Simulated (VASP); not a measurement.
# Ir (Fm-3m) in VASP: single point with LDA

Aim: the single point of Ir with LDA.

Program: VASP 6.6.1. These are calculated values, not measurements. Logs are shortened: lines on timing, memory, paths and dates and some standing lists are left out, and cuts for length are marked.

## 1. The cell of the first run

It takes space group Fm-3m (No. 225, cubic). Conventional cell: a = 3.657 Å, b = 3.657 Å, c = 3.657 Å, α = 90.00°, β = 90.00°, γ = 90.00°. Ir (site symmetry m-3m) has 12 Ir at 2.59 Å within 3.4 Å.

## 2. Single point, LDA

The input, INCAR:

```
PREC     = Accurate       # precision mode
ENCUT    = 560            # plane-wave cutoff, eV
EDIFF    = 1E-6           # SCF threshold, eV
ISMEAR   = -1             # smearing method
SIGMA    = 0.08           # smearing width, eV
LREAL    = False          # projectors in reciprocal space
LASPH    = True           # aspherical terms in the spheres
NELM     = 120            # most SCF steps
ALGO     = Normal         # electronic algorithm
ISIF     = 2              # what is computed and relaxed
LWAVE    = False          # write WAVECAR
LCHARG   = True           # write CHGCAR
GGA      = CA             # functional
LELF     = True           # ELF
LVHAR    = True         
NBANDS   = 14             # bands
GGA_COMPAT= False
```

The input, KPOINTS:

```
regular mesh
0
Gamma
  18 18 18
```

The input, POSCAR:

```
Ir
1.0
    0.0000000000      1.8287476375      1.8287476375
    1.8287476375      0.0000000000      1.8287476375
    1.8287476375      1.8287476375      0.0000000000
Ir
1
Direct
    0.0000000000      0.0000000000      0.0000000000
```

Potentials or basis: VASP PAW LDA potentials, release 64 (Ir_sv_GW).

On the command line:

```bash
$ cat potpaw_LDA.64/Ir_sv_GW/POTCAR > POTCAR
$ mpirun -np 1 vasp_std > vasp.out
```

OUTCAR:

```text
PREC = Accurate
   ENCUT = 560
   EDIFF = 1E-6
   ISMEAR = -1
   LREAL = False
   LASPH = True
   NELM = 120
   ISIF = 2
   GGA = CA

 ion  position               nearest neighbor table
   1  0.000  0.000  0.000-

  LATTYP: Found a face centered cubic cell.
 ALAT       =     3.6574952750

  Lattice vectors:

 A1 = (   0.0000000000,   1.8287476375,   1.8287476375)
 A2 = (   1.8287476375,   0.0000000000,   1.8287476375)
 A3 = (   1.8287476375,   1.8287476375,   0.0000000000)

Analysis of symmetry for initial positions (statically):
=====================================================================
 Subroutine PRICEL returns:
 Original cell was already a primitive cell.

 Routine SETGRP: Setting up the symmetry group for a
 face centered cubic supercell.

 Subroutine GETGRP returns: Found 48 space group operations
 (whereof 48 operations were pure point group operations)
 out of a pool of 48 trial point group operations.

The static configuration has the point symmetry O_h .

Analysis of symmetry for dynamics (positions and initial velocities):
=====================================================================
 Subroutine PRICEL returns:
 Original cell was already a primitive cell.

 Routine SETGRP: Setting up the symmetry group for a
 face centered cubic supercell.

 Subroutine GETGRP returns: Found 48 space group operations
 (whereof 48 operations were pure point group operations)
 out of a pool of 48 trial point group operations.

The dynamic configuration has the point symmetry O_h .

 Subroutine INISYM returns: Found 48 space group operations
 (whereof 48 operations are pure point group operations),
 and found     1 'primitive' translations

----------------------------------------------------------------------------------------

                                     Primitive cell

  volume of cell :      12.2318

  direct lattice vectors                    reciprocal lattice vectors
     0.000000000  1.828747638  1.828747638    -0.273411153  0.273411153  0.273411153
     1.828747638  0.000000000  1.828747638     0.273411153 -0.273411153  0.273411153
     1.828747638  1.828747638  0.000000000     0.273411153  0.273411153 -0.273411153

  length of vectors
     2.586239711  2.586239711  2.586239711     0.473562008  0.473562008  0.473562008

  position of ions in fractional coordinates (direct lattice)
     0.000000000  0.000000000  0.000000000

  ion indices of the primitive-cell ions
   primitive index   ion index
                 1           1

----------------------------------------------------------------------------------------

 KPOINTS: regular mesh

Automatic generation of k-mesh.
 Grid dimensions read from file:
 generate k-points for:   18   18   18

 Generating k-lattice:

  Cartesian coordinates                     Fractional coordinates (reciprocal lattice)
    -0.015189508  0.015189508  0.015189508     0.055555556  0.000000000  0.000000000
     0.015189508 -0.015189508  0.015189508     0.000000000  0.055555556  0.000000000
     0.015189508  0.015189508 -0.015189508     0.000000000  0.000000000  0.055555556

  Length of vectors
     0.026309000  0.026309000  0.026309000

  Shift w.r.t. Gamma in fractional coordinates (k-lattice)
     0.000000000  0.000000000  0.000000000

 Subroutine IBZKPT returns following result:
 ===========================================

 Found    195 irreducible k-points:

 Following reciprocal coordinates:
            Coordinates               Weight
  0.000000  0.000000  0.000000      1.000000
  0.055556  0.000000  0.000000      8.000000
  0.111111  0.000000  0.000000      8.000000
  0.166667  0.000000  0.000000      8.000000
  0.222222  0.000000  0.000000      8.000000
  0.277778  0.000000  0.000000      8.000000
[... 16 lines left out ...]
 -0.277778  0.055556  0.000000     24.000000
 -0.222222  0.055556  0.000000     24.000000
 [... further k-points ...]
   k-points           NKPTS =    195   k-points in BZ     NKDIM =    195   number of bands    NBANDS=     14
   number of dos      NEDOS =    301   number of ions     NIONS =      1
   total plane-waves  NPLWV =   8000
   dimension x,y,z NGX =    20 NGY =   20 NGZ =   20
   dimension x,y,z NGXF=    40 NGYF=   40 NGZF=   40
   ions per type =               1
   NGX,Y,Z   is equivalent  to a cutoff of  12.86, 12.86, 12.86 a.u.
   NGXF,Y,Z  is equivalent  to a cutoff of  25.71, 25.71, 25.71 a.u.
 SYSTEM =  unknown system
   PREC   = accura    normal or accurate (medium, high low for compatibility)
   ISTART =      0    job   : 0-new  1-cont  2-samecut
   ICHARG =      2    charge: 1-file 2-atom 10-const
   ISPIN  =      1    spin polarized calculation?
   LNONCOLLINEAR =      F non collinear calculations
   LSORBIT =      F    spin-orbit coupling
   LASPH  =      T    aspherical Exc in radial PAW
   ENCUT  =  560.0 eV  41.16 Ry    6.42 a.u.   4.99  4.99  4.99*2*pi/ulx,y,z
   NELM   =    120;   NELMIN=  2; NELMDL= -5     # of ELM steps
   EDIFF  = 0.1E-05   stopping-criterion for ELM
   LREAL  =      F    real-space projection
   EDIFFG = 0.1E-04   stopping-criterion for IOM
   NSW    =      0    number of steps for IOM
   IBRION =     -1    ionic relax: 0-MD 1-quasi-New 2-CG
   NFREE  =      0    steps in history (QN), initial steepest desc. (CG)
   ISIF   =      2    stress and relaxation
   ISYM   =      2    0-nonsym 1-usesym 2-fastsym
   POTIM  = 0.5000    time-step for ionic-motion
   TEBEG  =    0.0;   TEEND  =   0.0 temperature during run
   PSTRESS=    0.0 pullay stress
   NELECT =      17.0000    total number of electrons
   NUPDOWN=      -1.0000    fix difference up-down
   EMIN   =  10.00;   EMAX   =-10.00  energy-range for DOS
   EFERMI =   0.00;   METHOD = LEGACY
   ISMEAR =    -1;   SIGMA  =   0.08  broadening in eV -4-tet -1-fermi 0-gaus
   EFERMI_NEDOS =   21; number of points for ismear=-14 and -15
   IALGO  =     38    algorithm
   IMIX   =      4    mixing-type and parameters
     AMIX     =   0.40;   BMIX     =  1.00
     AMIX_MAG =   1.60;   BMIX_MAG =  1.00
  volume/ion in A,a.u.               =      12.23        82.54
  Fermi-wavevector in a.u.,A,eV,Ry     =   1.826953  3.452440 45.412942  3.337757
  Thomas-Fermi vector in A             =   2.882157
   LORBIT       =      0    0 simple, 1 ext, 2 COOP (PROOUT), +10 PAW based schemes
   GGA     = CA    functional components
   LHFCALC =     F    Hartree Fock is set to
   AEXX    =    0.0000 exact exchange contribution
   IVDW    =     0    specifies the selected vdW correction
   LEPSILON=     F    determine dielectric tensor
   LRPA    =     F    only Hartree local field effects (RPA)
 non-spin polarized calculation
  energy-cutoff  :      560.00
  volume of cell :       12.23
 maximum number of plane-waves:       380
   NGX =  9   NGY =  9   NGZ =  9

 number of electron      17.0000000 magnetization

 Free energy of the ion-electron system (eV)
  ---------------------------------------------------
  ext. energy  EPLUGINS =         0.00000000
  ---------------------------------------------------
  free energy    TOTEN  =       -10.59691885 eV

  energy without entropy =      -10.58141473  energy(sigma->0) =      -10.58916679

 E-fermi :  15.7452     XC(G=0): -15.7308

 val. band max:       15.7415763192   @ k =   0.5000   0.2222   0.1111
 cond. band min:      15.7844574584   @ k =  -0.2778   0.3333   0.1111
 fundamental gap:      0.0428811392
 Fermi energy:        15.7452332569

 k-point     1 :       0.0000    0.0000    0.0000
  band No.  band energies     occupation
      1     -77.3096      2.00000
      2     -33.7813      2.00000
      3     -33.7813      2.00000
      4     -33.7813      2.00000
      5       3.0312      2.00000
      6      10.8437      2.00000
      7      10.8437      2.00000
      8      10.8437      2.00000
      9      14.2526      2.00000
     10      14.2526      2.00000
     11      28.8016      0.00000
     12      35.1260      0.00000
     13      35.1260      0.00000
     14      35.1260      0.00000

 k-point     2 :       0.0556    0.0000    0.0000
  band No.  band energies     occupation
      1     -77.3058      2.00000
      2     -33.8241      2.00000
      3     -33.7869      2.00000
      4     -33.7869      2.00000
      5       3.1948      2.00000
      6      10.7481      2.00000
      7      10.9169      2.00000
      8      10.9169      2.00000
      9      14.1972      2.00000
     10      14.1972      2.00000
     11      29.1010      0.00000
     12      34.4566      0.00000
     13      35.4114      0.00000
     14      35.4114      0.00000

 k-point     3 :       0.1111    0.0000    0.0000
  band No.  band energies     occupation
      1     -77.2951      2.00000
      2     -33.9462      2.00000
      3     -33.8034      2.00000
      4     -33.8034      2.00000
      5       3.6638      2.00000
      6      10.5080      2.00000
      7      11.1088      2.00000
      8      11.1088      2.00000
      9      14.0741      2.00000
     10      14.0741      2.00000
     11      29.9193      0.00000
     12      33.1091      0.00000
     13      36.2439      0.00000
     14      36.2439      0.00000
[... 324 lines left out ...]
 k-point    23 :      -0.2778    0.0556    0.0000
  band No.  band energies     occupation
      1     -77.2235      2.00000
      2     -34.6531      2.00000
      3     -33.9459      2.00000
      4     -33.8866      2.00000
      5       6.0105      2.00000
      6      10.6220      2.00000
      7      11.2194      2.00000
      8      11.3384      2.00000
      9      14.4239      2.00000
     10      15.6176      1.66288
     11      28.5663      0.00000
     12      32.6510      0.00000
     13      38.9146      0.00000
     14      40.1269      0.00000

 k-point    24 :      -0.2222    0.0556    0.0000
  band No.  band energies     occupation
      1     -77.2461      2.00000
      2     -34.4322      2.00000
      3     -33.9132      2.00000
      4     -33.8545      2.00000
      5       5.5118      2.00000
      6      10.0897      2.00000
      7      11.4031      2.00000
      8      11.5055      2.00000
      9      13.8166      2.00000
     10      14.9295      1.99993
     11      29.7482      0.00000
     12      33.0524      0.00000
     13      38.6312      0.00000
     14      40.3397      0.00000

 [... further k-points ...]

------------------------ aborting loop because EDIFF is reached ----------------------------------------

  FORCE on cell =-STRESS in cart. coord.  units (eV):
  Direction    XX          YY          ZZ          XY          YZ          ZX
  --------------------------------------------------------------------------------------
  -------------------------------------------------------------------------------------
  Total        5.1951834      5.1951834      5.1951834      0.0000000      0.0000000     -0.0000000
  in kB      680.4874779    680.4874779    680.4874779      0.0000000      0.0000000     -0.0000000
  external PRESSURE =     680.4874779 kB  Pullay stress =       0.0000000 kB

 VOLUME and BASIS-vectors are now :
 -----------------------------------------------------------------------------
  energy-cutoff  :      560.00
  volume of cell :       12.23
      direct lattice vectors                 reciprocal lattice vectors
     0.000000000  1.828747638  1.828747638    -0.273411153  0.273411153  0.273411153
     1.828747638  0.000000000  1.828747638     0.273411153 -0.273411153  0.273411153
     1.828747638  1.828747638  0.000000000     0.273411153  0.273411153 -0.273411153

 POSITION                                       TOTAL-FORCE (eV/Angst)
 -----------------------------------------------------------------------------------
      0.00000      0.00000      0.00000        -0.000000     -0.000000     -0.000000
 -----------------------------------------------------------------------------------
    total drift:                               -0.000000     -0.000000     -0.000000

  FREE ENERGIE OF THE ION-ELECTRON SYSTEM (eV)
  ---------------------------------------------------
  free  energy   TOTEN  =       -10.5969188467 eV

  energy  without entropy=      -10.5814147345  energy(sigma->0) =      -10.58916679
```

Run time: 15 s. Hardware: 1 thread of AMD EPYC 9R45 (Zen 5), shared host; peak memory 0.12 GiB.

Results:

```
Free energy            : -10.5969 eV
Pressure               : 68.0 GPa
Band gap on the k mesh : zero (an odd number of electrons rules out a gap without spin polarisation)
```

Levels at points of the mesh, in eV from the Fermi level:
```
           k point  band 6  band 7  band 8  band 9  band 10  band 11
(0.00, 0.00, 0.00)   -4.90   -4.90   -4.90   -1.49    -1.49    13.06
(0.50, 0.00, 0.00)   -5.05   -5.05   -1.03    1.16     1.16     8.93
(0.50, 0.50, 0.00)   -9.14    1.15    1.81    1.91     1.91    12.11
```

Caveat: the cell stands under pressure; spin-orbit coupling is left out, which moves the levels of the heavy elements.

The gap in the log of VASP goes by the Fermi energy; the results here count the filled bands.